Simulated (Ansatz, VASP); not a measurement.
**Two plane-wave programs on MnO**

The input INCAR:

```
ALGO = Normal
EDIFF = 1E-6
ENCUT = 520
GGA = RE
ISIF = 2
ISMEAR = -1
ISPIN = 2
LASPH = T
LCHARG = F
LMAXMIX = 4
LORBIT = 11
LREAL = F
LWAVE = F
MAGMOM = 4 0
NBANDS = 20
NELM = 150
PREC = Accurate
SIGMA = 0.05
```

Contents of KPOINTS:

```
k-points
0
Gamma
  10 10 10
```

Contents of POSCAR:

```
MnO
1.0
    0.0000000000      2.2386359976      2.2386359976
    2.2386359976      0.0000000000      2.2386359976
    2.2386359976      2.2386359976      0.0000000000
Mn O
1 1
Direct
    0.0000000000      0.0000000000      0.0000000000
    0.5000000000      0.5000000000      0.5000000000
```

The input input.yaml:

```yaml
crystal:
  lattice:
    - [0.0, 2.2386359976, 2.2386359976]
    - [2.2386359976, 0.0, 2.2386359976]
    - [2.2386359976, 2.2386359976, 0.0]
  atoms:
    - { symbol: Mn, position: [0.0, 0.0, 0.0], spin: 4.0 }
    - { symbol: O, position: [0.5, 0.5, 0.5] }
hamiltonian:
  xc: revpbe
  pseudopotentials: { kind: paw }
magnetization:
  spin_polarized: true
kpoints:
  mp_grid: { grid: [10, 10, 10] }
scf:
  occupations: { method: fermi_dirac, width: 0.05 }
output:
  forces: true
  stress: true
  eigenvalues: true
```

Alike in both runs: task single point; functional revPBE; k mesh 10 × 10 × 10; occupations fermi-dirac, width 0.05 eV; collinear spin.

|  | VASP | Ansatz |
| --- | --- | --- |
| version | VASP 6.6.1 | Ansatz 0.2.0 |
| potentials or method | VASP PAW PBE potentials, release 64 (Mn_pv, O) | Ansatz PAW |
| plane-wave cutoff (eV) | 520 | 420 |
| valence electrons in the cell | 19 | 21 |

Ansatz gave:

```
gap on the k mesh at the Fermi level (eV)                     : none
pressure (GPa)                                                : 1.8
net moment per atom (μB)                                      : 2.42
size of the moment on the site where the two differ most (μB) : 4.12
```

Q: Which values does VASP return?

A: gap on the k mesh at the Fermi level (eV): none; pressure (GPa): 1.9; net moment per atom (μB): 2.42; size of the moment on the site where the two differ most (μB): 4.40.

VASP's potentials were made for PBE, not for revPBE. Site moments also hang on the region over which each program counts them. A gap of «none» marks a metal or a gap that the smearing closes. VASP's potentials hold 19 valence electrons a cell and Ansatz's 21, so a difference there can come from the potentials and not from the codes.
